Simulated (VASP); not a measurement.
# C (a cell with a defect) in VASP: notebook

The runs below take C (a cell with a defect) through single point, with PBEsol.

All numbers are computed with VASP 6.6.1; they aren't measurements. Logs are shortened: lines on timing, memory, paths and dates and some standing lists are left out, and cuts for length are marked.

### Step 1. The cell of the first run

The cell holds a defect, 15 atoms: a = 5.026 Å, b = 5.026 Å, c = 5.026 Å, α = 60.00°, β = 60.00°, γ = 60.00°.

### Step 2. Single point, PBEsol (atom 10 moved 0.250 of the way to it and +0.175 Å across, host rigid)

INCAR

```
  PREC = Accurate
  ENCUT = 520
  EDIFF = 1E-6
  ISMEAR = 0
  SIGMA = 0.05
  LREAL = Auto
  LASPH = T
  NELM = 100
  ALGO = Normal
  ISIF = 2
  LWAVE = F
  LCHARG = T
  GGA = PS
  LELF = T
  LVHAR = T
  NBANDS = 43
```

KPOINTS

```
regular mesh
0
Gamma
  6 6 6
```

POSCAR

```
C
1.0
    0.0000000000      3.5537981836     -3.5537981836
   -3.5537981836      0.0000000000     -3.5537981836
   -3.5537981836      3.5537981836      0.0000000000
C
15
Direct
    0.2500000000      0.7500000000      0.2500000000
    0.7500000000      0.2500000000      0.2500000000
    0.2500000000      0.2500000000      0.2500000000
    0.7500000000      0.7500000000      0.7500000000
    0.2500000000      0.7500000000      0.7500000000
    0.7500000000      0.2500000000      0.7500000000
    0.2500000000      0.2500000000      0.7500000000
    0.8750000000      0.3750000000      0.3750000000
    0.3750000000      0.3750000000      0.3750000000
    0.8236465931      0.8236465931      0.3839568137
    0.3750000000      0.8750000000      0.3750000000
    0.8750000000      0.3750000000      0.8750000000
    0.3750000000      0.3750000000      0.8750000000
    0.8750000000      0.8750000000      0.8750000000
    0.3750000000      0.8750000000      0.8750000000
```

Potentials or basis: VASP PAW PBE potentials, release 64 (C).

On the command line:

```sh
$ cat potpaw_PBE.64/C/POTCAR > POTCAR
$ mpirun -np 1 vasp_std > vasp.out
```

OUTCAR:

```text
PREC = Accurate
   ENCUT = 520
   EDIFF = 1E-6
   ISMEAR = 0
   LREAL = Auto
   LASPH = T
   NELM = 100
   ISIF = 2
   GGA = PS

 ion  position               nearest neighbor table
   1  0.250  0.750  0.250-  11 1.54   9 1.54  15 1.54  10 1.79
   2  0.750  0.250  0.250-   8 1.54   9 1.54  12 1.54  10 1.79
   3  0.250  0.250  0.250-   9 1.54   8 1.54  11 1.54  13 1.54
   4  0.750  0.750  0.750-  14 1.54  12 1.54  15 1.54  10 1.56
   5  0.250  0.750  0.750-  15 1.54  13 1.54  14 1.54  11 1.54
   6  0.750  0.250  0.750-  12 1.54   8 1.54  13 1.54  14 1.54
   7  0.250  0.250  0.750-  13 1.54  12 1.54   9 1.54  15 1.54
   8  0.875  0.375  0.375-   2 1.54   3 1.54   6 1.54
   9  0.375  0.375  0.375-   3 1.54   2 1.54   1 1.54   7 1.54
  10  0.824  0.824  0.384-   4 1.56   2 1.79   1 1.79
  11  0.375  0.875  0.375-   1 1.54   3 1.54   5 1.54
  12  0.875  0.375  0.875-   6 1.54   4 1.54   2 1.54   7 1.54
  13  0.375  0.375  0.875-   7 1.54   5 1.54   6 1.54   3 1.54
  14  0.875  0.875  0.875-   4 1.54   5 1.54   6 1.54
  15  0.375  0.875  0.875-   5 1.54   4 1.54   1 1.54   7 1.54

  LATTYP: Found a face centered cubic cell.
 ALAT       =     7.1075963672

  Lattice vectors:

 A1 = (   0.0000000000,   3.5537981836,  -3.5537981836)
 A2 = (  -3.5537981836,   0.0000000000,  -3.5537981836)
 A3 = (  -3.5537981836,   3.5537981836,   0.0000000000)

Analysis of symmetry for initial positions (statically):
=====================================================================
 Subroutine PRICEL returns:
 Original cell was already a primitive cell.

 Routine SETGRP: Setting up the symmetry group for a
 face centered cubic supercell.

 Subroutine GETGRP returns: Found  2 space group operations
 (whereof  2 operations were pure point group operations)
 out of a pool of 48 trial point group operations.

The static configuration has the point symmetry C_1h.

Analysis of symmetry for dynamics (positions and initial velocities):
=====================================================================
 Subroutine PRICEL returns:
 Original cell was already a primitive cell.

 Routine SETGRP: Setting up the symmetry group for a
 face centered cubic supercell.

 Subroutine GETGRP returns: Found  2 space group operations
 (whereof  2 operations were pure point group operations)
 out of a pool of 48 trial point group operations.

The dynamic configuration has the point symmetry C_1h.
[... 141 lines left out ...]
   EFERMI_NEDOS =   21; number of points for ismear=-14 and -15
   IALGO  =     38    algorithm
   IMIX   =      4    mixing-type and parameters
     AMIX     =   0.40;   BMIX     =  1.00
     AMIX_MAG =   1.60;   BMIX_MAG =  1.00
  volume/ion in A,a.u.               =       5.98        40.38
  Fermi-wavevector in a.u.,A,eV,Ry     =   1.431383  2.704921 27.876392  2.048857
  Thomas-Fermi vector in A             =   2.551125
   LORBIT       =      0    0 simple, 1 ext, 2 COOP (PROOUT), +10 PAW based schemes
   GGA     = PS    functional components
   LHFCALC =     F    Hartree Fock is set to
   AEXX    =    0.0000 exact exchange contribution
   IVDW    =     0    specifies the selected vdW correction
   LEPSILON=     F    determine dielectric tensor
   LRPA    =     F    only Hartree local field effects (RPA)
 non-spin polarized calculation
 Gauss-broadening in eV      SIGMA  =   0.05
  energy-cutoff  :      520.00
  volume of cell :       89.77
 maximum number of plane-waves:      2450
 NGX is ok and might be reduce to    40
   NGX = 19   NGY = 19   NGZ = 19

 number of electron      59.9999993 magnetization

 Free energy of the ion-electron system (eV)
  ---------------------------------------------------
  ext. energy  EPLUGINS =         0.00000000
  ---------------------------------------------------
  free energy    TOTEN  =      -136.26865061 eV

  energy without entropy =     -136.26469888  energy(sigma->0) =     -136.26667475

 E-fermi :   9.5283     XC(G=0): -13.2143

 val. band max:        9.5204103104   @ k =   0.3333   0.0000   0.5000
 cond. band min:       9.5284931528   @ k =   0.0000   0.5000   0.3333
 fundamental gap:      0.0080828424
 Fermi energy:         9.5282722738

 k-point     1 :       0.0000    0.0000    0.0000
  band No.  band energies     occupation
      1     -12.1177      2.00000
      2      -6.6819      2.00000
      3      -6.5543      2.00000
      4      -6.3930      2.00000
      5      -5.5408      2.00000
      6      -4.3570      2.00000
[... 1069 lines left out ...]
     41      17.5777      0.00000
     42      18.3655      0.00000

 [... further k-points ...]

 [bands above 42 left out]

------------------------ aborting loop because EDIFF is reached ----------------------------------------

  FORCE on cell =-STRESS in cart. coord.  units (eV):
  Direction    XX          YY          ZZ          XY          YZ          ZX
  --------------------------------------------------------------------------------------
  -------------------------------------------------------------------------------------
  Total       -3.7186202     -3.7186202     -8.0204806      4.0794856      5.8754397     -5.8754403
  in kB      -66.3718821    -66.3718821   -143.1537396     72.8127963    104.8679255   -104.8679359
  external PRESSURE =     -91.9658346 kB  Pullay stress =       0.0000000 kB

 VOLUME and BASIS-vectors are now :
 -----------------------------------------------------------------------------
  energy-cutoff  :      520.00
  volume of cell :       89.77
      direct lattice vectors                 reciprocal lattice vectors
     0.000000000  3.553798184 -3.553798184     0.140694540  0.140694540 -0.140694540
    -3.553798184  0.000000000 -3.553798184    -0.140694540 -0.140694540 -0.140694540
    -3.553798184  3.553798184  0.000000000    -0.140694540  0.140694540  0.140694540

 POSITION                                       TOTAL-FORCE (eV/Angst)
 -----------------------------------------------------------------------------------
     -3.55380      1.77690     -3.55380         1.587697      0.163445      0.608732
     -1.77690      3.55380     -3.55380        -0.163445     -1.587697      0.608732
     -1.77690      1.77690     -1.77690        -0.131213      0.131213     -0.700326
     -5.33070      5.33070     -5.33070         0.004001     -0.004001      2.339226
     -5.33070      3.55380     -3.55380        -0.300847      0.736159      0.170546
     -3.55380      5.33070     -3.55380        -0.736159      0.300847      0.170546
     -3.55380      3.55380     -1.77690         0.015188     -0.015188     -0.079886
     -2.66535      4.44225     -4.44225         2.021920      2.509665      1.891678
     -2.66535      2.66535     -2.66535         0.027822     -0.027822     -0.315299
     -4.29158      4.29158     -5.85415        -1.660244      1.660244     -5.626765
     -4.44225      2.66535     -4.44225        -2.509665     -2.021920      1.891678
     -4.44225      6.21915     -4.44225        -0.116215      0.694727      0.648750
     -4.44225      4.44225     -2.66535         0.102738     -0.102738      0.048841
     -6.21915      6.21915     -6.21915         2.553149     -2.553149     -2.305202
     -6.21915      4.44225     -4.44225        -0.694727      0.116215      0.648750
 -----------------------------------------------------------------------------------
    total drift:                               -0.003102      0.003102     -0.001814

  FREE ENERGIE OF THE ION-ELECTRON SYSTEM (eV)
  ---------------------------------------------------
  free  energy   TOTEN  =      -136.2686506141 eV

  energy  without entropy=     -136.2646988762  energy(sigma->0) =     -136.26667475
```

It took 4.6 min on 1 thread of Intel Xeon 6975P-C (Granite Rapids), shared host; peak memory 0.31 GiB.

Results:

- Free energy: -136.2687 eV
- Pressure: -9.2 GPa
- Largest force: 6.097 eV/Å
- Band gap on the k mesh: zero (band 30 reaches 11.34 eV, above the bottom of band 31 at 9.19 eV)

Forces in eV/Å, atoms in the order of the input:
```
C    1.588  0.163  0.609
C   -0.163 -1.588  0.609
C   -0.131  0.131 -0.700
C    0.004 -0.004  2.339
C   -0.301  0.736  0.171
C   -0.736  0.301  0.171
C    0.015 -0.015 -0.080
C    2.022  2.510  1.892
C    0.028 -0.028 -0.315
C   -1.660  1.660 -5.627
C   -2.510 -2.022  1.892
C   -0.116  0.695  0.649
C    0.103 -0.103  0.049
C    2.553 -2.553 -2.305
C   -0.695  0.116  0.649
```

Stress tensor (GPa, compression positive):
```
 -6.64   7.28 -10.49
  7.28  -6.64  10.49
-10.49  10.49 -14.32
```

Caveat: the cell differs from its parent crystal (atom 10 moved 0.250 of the way to it and +0.175 Å across, host rigid); the PAW data sets were made with another functional, which shifts forces and pressure a little.

### Step 3. Single point, PBEsol (atom 10 moved 0.500 of the way to it and -0.525 Å across, host rigid)

INCAR

```
PREC = Accurate
ENCUT = 520
EDIFF = 1E-6
ISMEAR = 0
SIGMA = 0.05
LREAL = Auto
LASPH = T
NELM = 80
ALGO = Normal
ISIF = 2
LWAVE = F
LCHARG = F
GGA = PS
NBANDS = 43
```

KPOINTS

```
Automatic mesh
0
Gamma
  6 6 6
```

POSCAR: that of step 2 with these lines changed.

```diff
@@ -17,3 +17,3 @@
     0.3750000000      0.3750000000      0.3750000000
-    0.8236465931      0.8236465931      0.3839568137
+    0.8728102206      0.8728102206      0.1918795588
     0.3750000000      0.8750000000      0.3750000000
```

Potentials or basis: VASP PAW PBE potentials, release 64 (C).

On the command line:

```sh
$ cat potpaw_PBE.64/C/POTCAR > POTCAR
$ mpirun -np 1 vasp_std > vasp.out
```

OUTCAR:

```text
PREC = Accurate
   ENCUT = 520
   EDIFF = 1E-6
   ISMEAR = 0
   LREAL = Auto
   LASPH = T
   NELM = 80
   ISIF = 2
   GGA = PS

 ion  position               nearest neighbor table
   1  0.250  0.750  0.250-  11 1.54   9 1.54  15 1.54  10 1.81
   2  0.750  0.250  0.250-   8 1.54   9 1.54  12 1.54  10 1.81
   3  0.250  0.250  0.250-   9 1.54   8 1.54  11 1.54  13 1.54
   4  0.750  0.750  0.750-  14 1.54  12 1.54  15 1.54
[... 1325 lines left out ...]
  energy-cutoff  :      520.00
  volume of cell :       89.77
      direct lattice vectors                 reciprocal lattice vectors
     0.000000000  3.553798184 -3.553798184     0.140694540  0.140694540 -0.140694540
    -3.553798184  0.000000000 -3.553798184    -0.140694540 -0.140694540 -0.140694540
    -3.553798184  3.553798184  0.000000000    -0.140694540  0.140694540  0.140694540

 POSITION                                       TOTAL-FORCE (eV/Angst)
 -----------------------------------------------------------------------------------
     -3.55380      1.77690     -3.55380         2.538911     -0.002666     -0.430152
     -1.77690      3.55380     -3.55380         0.002666     -2.538911     -0.430152
     -1.77690      1.77690     -1.77690        -0.126396      0.126396     -0.505772
     -5.33070      5.33070     -5.33070        -2.343200      2.343200      2.420970
     -5.33070      3.55380     -3.55380         1.774366     -0.019165     -1.597179
     -3.55380      5.33070     -3.55380         0.019165     -1.774366     -1.597179
     -3.55380      3.55380     -1.77690        -0.107774      0.107774     -0.000278
     -2.66535      4.44225     -4.44225         1.864753      2.225798      1.893240
     -2.66535      2.66535     -2.66535         0.213652     -0.213652      0.153540
     -3.78369      3.78369     -6.20358        -3.322949      3.322949      4.333165
     -4.44225      2.66535     -4.44225        -2.225798     -1.864753      1.893240
     -4.44225      6.21915     -4.44225         0.032954     -1.483175     -1.577133
     -4.44225      4.44225     -2.66535        -0.047298      0.047298      0.255204
     -6.21915      6.21915     -6.21915         0.243772     -0.243772     -3.234381
     -6.21915      4.44225     -4.44225         1.483175     -0.032954     -1.577133
 -----------------------------------------------------------------------------------
    total drift:                                0.002441     -0.002441     -0.000024

  FREE ENERGIE OF THE ION-ELECTRON SYSTEM (eV)
  ---------------------------------------------------
  free  energy   TOTEN  =      -133.7556030604 eV

  energy  without entropy=     -133.7542045234  energy(sigma->0) =     -133.75490379
```

OSZICAR:

```text
N       E                     dE             d eps       ncg     rms          rms(c)
DAV:   1     0.158986516168E+03    0.15899E+03   -0.31846E+04  5848   0.136E+03
DAV:   2    -0.124519726855E+03   -0.28351E+03   -0.26993E+03  7214   0.260E+02
DAV:   3    -0.137898669747E+03   -0.13379E+02   -0.13235E+02  7504   0.526E+01
DAV:   4    -0.138102715037E+03   -0.20405E+00   -0.20345E+00  7688   0.666E+00
DAV:   5    -0.138106332746E+03   -0.36177E-02   -0.36150E-02  7552   0.878E-01    0.145E+01
DAV:   6    -0.134719784737E+03    0.33865E+01   -0.43724E+00  7581   0.932E+00    0.834E+00
DAV:   7    -0.133860419257E+03    0.85937E+00   -0.22478E+00  7200   0.647E+00    0.375E+00
DAV:   8    -0.133755839569E+03    0.10458E+00   -0.38079E-01  7269   0.281E+00    0.140E+00
DAV:   9    -0.133756106662E+03   -0.26709E-03   -0.50082E-02  7240   0.111E+00    0.450E-01
DAV:  10    -0.133755645438E+03    0.46122E-03   -0.64247E-03  7266   0.389E-01    0.162E-01
DAV:  11    -0.133755593319E+03    0.52119E-04   -0.80359E-04  7360   0.139E-01    0.291E-02
DAV:  12    -0.133755600125E+03   -0.68067E-05   -0.69073E-05  7312   0.419E-02    0.167E-02
DAV:  13    -0.133755602271E+03   -0.21459E-05   -0.47424E-06  7160   0.112E-02    0.861E-03
DAV:  14    -0.133755603060E+03   -0.78923E-06   -0.10515E-06  4576   0.601E-03
   1 F= -.13375560E+03 E0= -.13375490E+03  d E =-.139854E-02
```

stdout:

```text
POSCAR found type information on POSCAR C
 POSCAR found :  1 types and      15 ions
 scaLAPACK will be used
 -----------------------------------------------------------------------------
|                                                                             |
|                                                                             |
|     You enforced a specific xc type in the INCAR file but a different       |
|     I HOPE YOU KNOW WHAT YOU ARE DOING!                                     |
|                                                                             |
 -----------------------------------------------------------------------------

 LDA part: xc-table for (Slater+PW92), standard interpolation
 POSCAR, INCAR and KPOINTS ok, starting setup
 FFT: planning ... GRIDC
 FFT: planning ... GRID_SOFT
 FFT: planning ... GRID
 WAVECAR not read
 entering main loop
```

Wall time 4.3 min (1 thread of Intel Xeon 6975P-C (Granite Rapids), shared host); peak memory 0.32 GiB.

Results:

* Free energy: -133.7556 eV
* Pressure: -6.5 GPa
* Largest force: 6.392 eV/Å
* Band gap on the k mesh: zero (band 30 reaches 10.75 eV, above the bottom of band 31 at 9.08 eV)

Forces on the atoms (eV/Å):
```
C    2.539 -0.003 -0.430
C    0.003 -2.539 -0.430
C   -0.126  0.126 -0.506
C   -2.343  2.343  2.421
C    1.774 -0.019 -1.597
C    0.019 -1.774 -1.597
C   -0.108  0.108  0.000
C    1.865  2.226  1.893
C    0.214 -0.214  0.154
C   -3.323  3.323  4.333
C   -2.226 -1.865  1.893
C    0.033 -1.483 -1.577
C   -0.047  0.047  0.255
C    0.244 -0.244 -3.234
C    1.483 -0.033 -1.577
```

Stress tensor (GPa, compression positive):
```
 -8.24  12.04 -18.63
 12.04  -8.24  18.63
-18.63  18.63  -2.96
```

Levels at points of the mesh, in eV from the Fermi level:
| k point | band 28 | band 29 | band 30 | band 31 | band 32 | band 33 |
| --- | --- | --- | --- | --- | --- | --- |
| (0.00, 0.00, 0.00) | -1.43 | -1.20 | 1.33 | 1.63 | 1.93 | 3.38 |
| (0.50, 0.00, 0.00) | -2.24 | -2.07 | -1.55 | 1.14 | 1.81 | 3.57 |
| (0.00, 0.00, 0.50) | -2.46 | -2.15 | -2.09 | 2.13 | 2.52 | 3.41 |
| (0.50, 0.50, 0.50) | -1.22 | -0.95 | -0.52 | 0.75 | 0.79 | 4.17 |
| (0.50, 0.50, 0.00) | -3.35 | -1.54 | -1.53 | -0.17 | 1.48 | 3.33 |
| (0.00, 0.50, 0.50) | -3.42 | -1.70 | -0.90 | -0.23 | 2.06 | 3.30 |

Caveat: the cell differs from its parent crystal (atom 10 moved 0.500 of the way to it and -0.525 Å across, host rigid); the PAW data sets were made with another functional, which shifts forces and pressure a little.

### Step 4. Single point, PBEsol (atom 10 moved 0.250 of the way to it and -0.175 Å across, host rigid)

INCAR

```
PREC     = Accurate       # precision mode
ENCUT    = 520            # plane-wave cutoff, eV
EDIFF    = 1E-6           # SCF threshold, eV
ISMEAR   = 0              # smearing method
SIGMA    = 0.05           # smearing width, eV
LREAL    = Auto         
LASPH    = T              # aspherical terms in the spheres
NELM     = 100            # most SCF steps
ALGO     = Normal         # electronic algorithm
ISIF     = 2              # what is computed and relaxed
LWAVE    = F              # write WAVECAR
LCHARG   = T              # write CHGCAR
GGA      = PS             # functional
LELF     = T              # ELF
LVHAR    = T            
NBANDS   = 43             # bands
```

KPOINTS

```
regular mesh
0
Gamma
  6 6 6
```

POSCAR: that of step 3 with these lines changed.

```diff
@@ -17,3 +17,3 @@
     0.3750000000      0.3750000000      0.3750000000
-    0.8728102206      0.8728102206      0.1918795588
+    0.8638534069      0.8638534069      0.3035431863
     0.3750000000      0.8750000000      0.3750000000
```

On the command line:

```sh
$ cat potpaw_PBE.64/C/POTCAR > POTCAR
$ mpirun -np 1 vasp_std > vasp.out
```

Run time: 4.6 min. Hardware: 1 thread of Intel Xeon 6975P-C (Granite Rapids), shared host; peak memory 0.31 GiB.

The run converged. Its results:

```yaml
Free_energy: -136.3206 eV
Pressure: -9.4 GPa
Largest_force: 5.845 eV/Å
Band_gap_on_the_k_mesh: zero (band 30 reaches 11.43 eV, above the bottom of band 31 at 9.12 eV)
```

Forces in eV/Å, atoms in the order of the input:
```
C    1.892 -0.706 -0.091
C    0.706 -1.892 -0.091
C   -0.064  0.064 -0.904
C    0.040 -0.040  1.604
C    0.174  0.652 -0.370
C   -0.652 -0.174 -0.370
C   -0.034  0.034  0.020
C    2.240  2.310  2.648
C   -0.018  0.018 -0.034
C   -4.049  4.049 -1.171
C   -2.310 -2.240  2.648
C   -0.271 -0.667 -0.659
C    0.067 -0.067  0.119
C    1.612 -1.612 -2.688
C    0.667  0.271 -0.659
```

Stress tensor (GPa, compression positive):
```
-12.57   9.84  -9.16
  9.84 -12.57   9.16
 -9.16   9.16  -2.94
```

Levels at points of the mesh, in eV from the Fermi level:
| k point | band 26 | band 27 | band 28 | band 29 | band 30 | band 31 | band 32 | band 33 | band 34 | band 35 |
| --- | --- | --- | --- | --- | --- | --- | --- | --- | --- | --- |
| (0.00, 0.00, 0.00) | -2.38 | -1.59 | -1.49 | -1.39 | 1.91 | 2.14 | 2.64 | 3.33 | 4.22 | 4.23 |
| (0.50, 0.00, 0.00) | -3.84 | -3.13 | -2.32 | -2.19 | -2.19 | 1.30 | 2.12 | 4.08 | 5.50 | 5.52 |
| (0.00, 0.00, 0.50) | -3.91 | -3.55 | -2.51 | -2.16 | -2.16 | 1.54 | 1.59 | 4.81 | 5.28 | 5.51 |
| (0.50, 0.50, 0.50) | -4.03 | -4.01 | -1.83 | -1.76 | -0.92 | 0.52 | 0.92 | 5.29 | 5.79 | 5.86 |
| (0.50, 0.50, 0.00) | -4.04 | -3.66 | -3.62 | -2.77 | -1.97 | 0.16 | 1.48 | 3.74 | 4.39 | 6.27 |
| (0.00, 0.50, 0.50) | -4.14 | -3.75 | -3.52 | -2.24 | -1.71 | -0.08 | 0.96 | 4.25 | 4.38 | 6.69 |

Caveat: the cell differs from its parent crystal (atom 10 moved 0.250 of the way to it and -0.175 Å across, host rigid); the PAW data sets were made with another functional, which shifts forces and pressure a little.
